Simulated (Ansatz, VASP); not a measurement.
**One calculation of AlN, two programs**

```
Al N
1.0
     0.00000    2.16934    2.16934
     2.16934    0.00000    2.16934
     2.16934    2.16934    0.00000
Al N
1 1
Cartesian
  0.0000 0.0000 0.0000
  1.0847 1.0847 1.0847
```

Alike in both runs: task single point; functional PBEsol-based global hybrid with a share of 0.25 of exact exchange; k mesh 5 × 5 × 5; occupations fermi-dirac, width 0.05 eV; no spin polarisation.

```csv
,VASP,Ansatz
version,VASP 6.6.1,Ansatz 0.2.0
potentials or method,"VASP PAW PBE potentials, release 64 (Al, N)",Ansatz PAW
plane-wave cutoff (eV),520,420
valence electrons in the cell,8,8
```

```tsv
	VASP	Ansatz	Ansatz less VASP
gap on the k mesh at the Fermi level (eV)	5.88	5.86	-0.024
least direct gap on the mesh (eV)	6.48	6.45	-0.028
pressure (GPa)	1.5	1.4	-0.11
```

VASP's potentials were made for PBE, not for PBEsol-based global hybrid.

The k mesh is coarse, so the values compare programs but aren't converged. Noted on Ansatz's run: odd divisions of the mesh miss points on the zone boundary, where band edges often lie, so the gap on the mesh can be too wide.
